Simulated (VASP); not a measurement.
# Nb (Im-3m) in VASP: notebook

The runs below take Nb through single point, with PBEsol.

All numbers are computed with VASP 6.6.1; they aren't measurements. Logs are shortened: lines on timing, memory, paths and dates and some standing lists are left out, and cuts for length are marked.

## 1. The cell of the first run

The structure is cubic, space group Im-3m (No. 229). The conventional cell has a = 3.131 Å, b = 3.131 Å, c = 3.131 Å, α = 90.00°, β = 90.00°, γ = 90.00°. Nb (site symmetry m-3m) has 14 Nb at 2.71 to 3.13 Å within 3.6 Å.

## 2. Single point, PBEsol

Contents of INCAR:

```
SYSTEM = Nb
PREC = Accurate ; ENCUT = 520
EDIFF = 1E-6 ; ISMEAR = 0
SIGMA = 0.1 ; LREAL = .False.
LASPH = .True. ; NELM = 60
ALGO = Normal ; ISIF = 2
LWAVE = .False. ; LCHARG = .False.
GGA = PS ; NBANDS = 12
```

Contents of KPOINTS:

```
Automatic mesh
0
Gamma
  18 18 18
  0 0 0
```

Contents of POSCAR:

```
Nb
1.0
   -1.5654172918      1.5654172918      1.5654172918
    1.5654172918     -1.5654172918      1.5654172918
    1.5654172918      1.5654172918     -1.5654172918
Nb
1
Direct
    0.0000000000      0.0000000000      0.0000000000
```

Potentials or basis: VASP PAW PBE potentials, release 64 (Nb_sv).

Started as:

```console
cat potpaw_PBE.64/Nb_sv/POTCAR > POTCAR
mpirun -np 1 vasp_std > vasp.out
```

OUTCAR:

```text
SYSTEM = Nb
   PREC = Accurate
   ENCUT = 520
   EDIFF = 1E-6
   ISMEAR = 0
   LREAL = .False.
   LASPH = .True.
   NELM = 60
   ISIF = 2
   GGA = PS

 ion  position               nearest neighbor table
   1  0.000  0.000  0.000-

  LATTYP: Found a body centered cubic cell.
 ALAT       =     3.1308345836

  Lattice vectors:

 A1 = (  -1.5654172918,   1.5654172918,   1.5654172918)
 A2 = (   1.5654172918,  -1.5654172918,   1.5654172918)
 A3 = (   1.5654172918,   1.5654172918,  -1.5654172918)

Analysis of symmetry for initial positions (statically):
=====================================================================
 Subroutine PRICEL returns:
 Original cell was already a primitive cell.

 Routine SETGRP: Setting up the symmetry group for a
 body centered cubic supercell.

 Subroutine GETGRP returns: Found 48 space group operations
 (whereof 48 operations were pure point group operations)
 out of a pool of 48 trial point group operations.

The static configuration has the point symmetry O_h .

Analysis of symmetry for dynamics (positions and initial velocities):
=====================================================================
 Subroutine PRICEL returns:
 Original cell was already a primitive cell.

 Routine SETGRP: Setting up the symmetry group for a
 body centered cubic supercell.

 Subroutine GETGRP returns: Found 48 space group operations
 (whereof 48 operations were pure point group operations)
 out of a pool of 48 trial point group operations.

The dynamic configuration has the point symmetry O_h .

 Subroutine INISYM returns: Found 48 space group operations
 (whereof 48 operations are pure point group operations),
 and found     1 'primitive' translations

----------------------------------------------------------------------------------------

                                     Primitive cell

  volume of cell :      15.3444

  direct lattice vectors                    reciprocal lattice vectors
    -1.565417292  1.565417292  1.565417292     0.000000000  0.319403652  0.319403652
     1.565417292 -1.565417292  1.565417292     0.319403652  0.000000000  0.319403652
     1.565417292  1.565417292 -1.565417292     0.319403652  0.319403652  0.000000000

  length of vectors
     2.711382284  2.711382284  2.711382284     0.451704977  0.451704977  0.451704977

  position of ions in fractional coordinates (direct lattice)
     0.000000000  0.000000000  0.000000000

  ion indices of the primitive-cell ions
   primitive index   ion index
[... 81 lines left out ...]
   POTIM  = 0.5000    time-step for ionic-motion
   TEBEG  =    0.0;   TEEND  =   0.0 temperature during run
   PSTRESS=    0.0 pullay stress
   NELECT =      13.0000    total number of electrons
   NUPDOWN=      -1.0000    fix difference up-down
   EMIN   =  10.00;   EMAX   =-10.00  energy-range for DOS
   EFERMI =   0.00;   METHOD = LEGACY
   ISMEAR =     0;   SIGMA  =   0.10  broadening in eV -4-tet -1-fermi 0-gaus
   EFERMI_NEDOS =   21; number of points for ismear=-14 and -15
   IALGO  =     38    algorithm
   IMIX   =      4    mixing-type and parameters
     AMIX     =   0.40;   BMIX     =  1.00
     AMIX_MAG =   1.60;   BMIX_MAG =  1.00
  volume/ion in A,a.u.               =      15.34       103.55
  Fermi-wavevector in a.u.,A,eV,Ry     =   1.549075  2.927328 32.649001  2.399634
  Thomas-Fermi vector in A             =   2.653934
   LORBIT       =      0    0 simple, 1 ext, 2 COOP (PROOUT), +10 PAW based schemes
   GGA     = PS    functional components
   LHFCALC =     F    Hartree Fock is set to
   AEXX    =    0.0000 exact exchange contribution
   IVDW    =     0    specifies the selected vdW correction
   LEPSILON=     F    determine dielectric tensor
   LRPA    =     F    only Hartree local field effects (RPA)
 non-spin polarized calculation
 Gauss-broadening in eV      SIGMA  =   0.10
  energy-cutoff  :      520.00
  volume of cell :       15.34
 maximum number of plane-waves:       426
   NGX =  9   NGY =  9   NGZ =  9

 number of electron      13.0000002 magnetization

 Free energy of the ion-electron system (eV)
  ---------------------------------------------------
  ext. energy  EPLUGINS =         0.00000000
  ---------------------------------------------------
  free energy    TOTEN  =       -10.77282944 eV

  energy without entropy =      -10.76696707  energy(sigma->0) =      -10.76989826

 E-fermi :  13.4754     XC(G=0): -13.4818

 val. band max:       13.4624836832   @ k =  -0.1111   0.1111   0.0556
 cond. band min:      13.4806413624   @ k =   0.0556   0.0556   0.0000
 fundamental gap:      0.0181576792
 Fermi energy:        13.4753698002

 k-point     1 :       0.0000    0.0000    0.0000
  band No.  band energies     occupation
      1     -40.7094      2.00000
      2     -15.5700      2.00000
      3     -15.5700      2.00000
      4     -15.5700      2.00000
      5       7.2566      2.00000
      6      13.7212      0.00051
      7      13.7212      0.00051
      8      13.7212      0.00051
      9      17.1969      0.00000
     10      17.1969      0.00000
     11      28.0452      0.00000
     12      28.0452      0.00000
[... 331 lines left out ...]
 k-point    24 :       0.3889    0.1111    0.0000
  band No.  band energies     occupation
      1     -40.2454      2.00000
      2     -17.6524      2.00000
      3     -16.3226      2.00000
      4     -15.6978      2.00000
      5       9.4671      2.00000
      6      11.4159      2.00000
      7      15.1146      0.00000
      8      17.1571      0.00000
      9      18.5725      0.00000
     10      21.6641      0.00000
     11      26.5600      0.00000
     12      28.0593      0.00000

 [... further k-points ...]

------------------------ aborting loop because EDIFF is reached ----------------------------------------

  FORCE on cell =-STRESS in cart. coord.  units (eV):
  Direction    XX          YY          ZZ          XY          YZ          ZX
  --------------------------------------------------------------------------------------
  -------------------------------------------------------------------------------------
  Total        2.8453453      2.8453453      2.8453453      0.0000000      0.0000000     -0.0000000
  in kB      297.0948944    297.0948944    297.0948944      0.0000000      0.0000000     -0.0000000
  external PRESSURE =     297.0948944 kB  Pullay stress =       0.0000000 kB

 VOLUME and BASIS-vectors are now :
 -----------------------------------------------------------------------------
  energy-cutoff  :      520.00
  volume of cell :       15.34
      direct lattice vectors                 reciprocal lattice vectors
    -1.565417292  1.565417292  1.565417292     0.000000000  0.319403652  0.319403652
     1.565417292 -1.565417292  1.565417292     0.319403652  0.000000000  0.319403652
     1.565417292  1.565417292 -1.565417292     0.319403652  0.319403652  0.000000000

 POSITION                                       TOTAL-FORCE (eV/Angst)
 -----------------------------------------------------------------------------------
      0.00000      0.00000      0.00000         0.000000      0.000000      0.000000
 -----------------------------------------------------------------------------------
    total drift:                                0.000000     -0.000000      0.000000

  FREE ENERGIE OF THE ION-ELECTRON SYSTEM (eV)
  ---------------------------------------------------
  free  energy   TOTEN  =       -10.7728294425 eV

  energy  without entropy=      -10.7669670677  energy(sigma->0) =      -10.76989826
```

OSZICAR:

```text
N       E                     dE             d eps       ncg     rms          rms(c)
DAV:   1     0.118892728555E+03    0.11889E+03   -0.73788E+03  4712   0.111E+03
DAV:   2    -0.649970053191E+01   -0.12539E+03   -0.12072E+03  4948   0.401E+02
DAV:   3    -0.108436319045E+02   -0.43439E+01   -0.41265E+01  6576   0.662E+01
DAV:   4    -0.110994200898E+02   -0.25579E+00   -0.25277E+00  6660   0.139E+01
DAV:   5    -0.111083034697E+02   -0.88834E-02   -0.88798E-02  6636   0.218E+00    0.945E+00
DAV:   6    -0.107986584936E+02    0.30964E+00   -0.49041E-01  7628   0.910E+00    0.360E+00
DAV:   7    -0.107661783493E+02    0.32480E-01   -0.16889E-01  7680   0.530E+00    0.949E-01
DAV:   8    -0.107727740242E+02   -0.65957E-02   -0.14887E-02  5552   0.162E+00    0.464E-02
DAV:   9    -0.107728224910E+02   -0.48467E-04   -0.10758E-03  6608   0.262E-01    0.499E-02
DAV:  10    -0.107728380439E+02   -0.15553E-04   -0.42984E-05  5880   0.702E-02    0.298E-02
DAV:  11    -0.107728293688E+02    0.86752E-05   -0.11656E-05  6216   0.591E-02    0.667E-03
DAV:  12    -0.107728294425E+02   -0.73688E-07   -0.52998E-07  3744   0.904E-03
   1 F= -.10772829E+02 E0= -.10769898E+02  d E =-.586237E-02
```

Run time: 14 s. Hardware: 1 thread of Intel Xeon 6975P-C (Granite Rapids), shared host; peak memory 0.14 GiB.

Results:

```
Free energy            : -10.7728 eV
Pressure               : 29.7 GPa
Band gap on the k mesh : zero (an odd number of electrons rules out a gap without spin polarisation)
```

Caveat: the cell stands under pressure; the PAW data sets were made with another functional, which shifts forces and pressure a little.

## 3. Single point, PBEsol

This run uses another cell than the first one, of 16.28 Å³/atom.

Contents of INCAR:

```
SYSTEM = Nb
ALGO = Normal
EDIFF = 1E-6
ENCUT = 520
GGA = PS
ISIF = 2
ISMEAR = 0
LASPH = .True.
LCHARG = .False.
LREAL = .False.
LWAVE = .False.
NBANDS = 12
NELM = 100
PREC = Accurate
SIGMA = 0.1
```

Contents of KPOINTS:

```
k-points
0
Gamma
  18 18 18
  0 0 0
```

Contents of POSCAR:

```
Nb
1.0
   -1.5965591224      1.5965591224      1.5965591224
    1.5965591224     -1.5965591224      1.5965591224
    1.5965591224      1.5965591224     -1.5965591224
Nb
1
Direct
    0.0000000000      0.0000000000      0.0000000000
```

Potentials or basis: VASP PAW PBE potentials, release 64 (Nb_sv).

Started as:

```console
cat potpaw_PBE.64/Nb_sv/POTCAR > POTCAR
mpirun -np 1 vasp_std > vasp.out
```

Wall time 14 s (1 thread of Intel Xeon 6975P-C (Granite Rapids), shared host); peak memory 0.16 GiB.

It converged, with:

```yaml
Free_energy: -10.9014 eV
Pressure: 14.7 GPa
Band_gap_on_the_k_mesh: zero (an odd number of electrons rules out a gap without spin polarisation)
```

Levels at points of the mesh, in eV from the Fermi level:
```csv
k point,band 2,band 3,band 4,band 5,band 6,band 7,band 8,band 9,band 10,band 11
"(0.00, 0.00, 0.00)",-29.24,-29.24,-29.24,-6.14,0.31,0.31,0.31,3.57,3.57,14.46
"(0.50, 0.00, 0.00)",-31.10,-29.82,-29.26,-4.20,-2.01,2.83,3.68,4.45,7.27,11.91
"(0.50, 0.50, 0.50)",-30.50,-30.50,-30.50,-4.38,-4.38,6.35,6.35,6.35,9.95,9.95
```

Caveat: the cell stands under pressure; the PAW data sets were made with another functional, which shifts forces and pressure a little.

(Continued in part 2 of 3.)
